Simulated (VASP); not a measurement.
Here is a VASP 6.6.1 calculation.

The input INCAR:

```
SYSTEM = Ni
ALGO = Normal
EDIFF = 1E-6
ENCUT = 520
GGA = RP
ISIF = 2
ISMEAR = -1
ISPIN = 2
LASPH = .True.
LCHARG = .False.
LMAXMIX = 4
LORBIT = 11
LREAL = .False.
LWAVE = .False.
MAGMOM = 0.691
NBANDS = 15
NELM = 150
PREC = Accurate
SIGMA = 0.05
```

File KPOINTS:

```
k-points
0
Gamma
  25 25 25
  0 0 0
```

POSCAR

```
Ni
1.0
    0.0000000000      1.7526504128      1.7526504128
    1.7526504128      0.0000000000      1.7526504128
    1.7526504128      1.7526504128      0.0000000000
Ni
1
Direct
    0.0000000000      0.0000000000      0.0000000000
```

Potentials or basis: VASP PAW PBE potentials, release 64 (Ni).

Run with:

```console
$ cat potpaw_PBE.64/Ni/POTCAR > POTCAR
$ mpirun -np 1 vasp_std > vasp.out
```

Predict the net moment.

0.62 μB per cell.

What does it give for the pressure?

8.1 GPa.

Estimate the site moments.

Ni +0.64 μB.

Caveat: the PAW data sets were made with another functional, which shifts forces and pressure a little.
